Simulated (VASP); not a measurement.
Runs of VASP 6.6.1 on NiO. The structure is that of space group Fm-3m (No. 225), or close to it. The cells are those of the table. 

| task | cell | cutoff (eV) | k mesh for the DOS | occupations for the DOS | gap on the mesh (eV) | pressure (GPa) | moment (μB) |
| --- | --- | --- | --- | --- | --- | --- | --- |
| single point | a = 3.078 Å, angles 60.0°, 2 atoms | 520 | - | - | none | -13.7 | (b) |
| single point | a = 3.040 Å, angles 60.0°, 2 atoms | 520 | - | - | none | -9.1 | 1.89 |
| relaxation of cell and atoms | relaxed from a = 2.950 Å, angles 60.0°, 2 atoms | 600 | - | - | none | 0.0 | (a) |
| density of states | a = 2.981 Å, angles 60.0°, 2 atoms | 520 | 27 × 27 × 27 | tetrahedron | - | - | 1.77 |

Alike in all rows: level PBE; potentials or basis VASP PAW PBE potentials, release 64 (Ni, O); spin collinear, ferromagnetic start; k mesh 18 × 18 × 18; smearing gaussian 0.1 eV.

Task: Fill in the values left out.

Result: (a) 1.76; (b) 1.93.

Caveats: a cell with one magnetic atom can't hold antiferromagnetic order, which such compounds often take; semilocal functionals often make such compounds metallic where correlation or magnetic order opens a gap, which also shifts bond lengths; tetrahedron occupations give inexact forces and stress in metals (some runs).

A gap of «none» marks levels without a gap at the run's occupations.
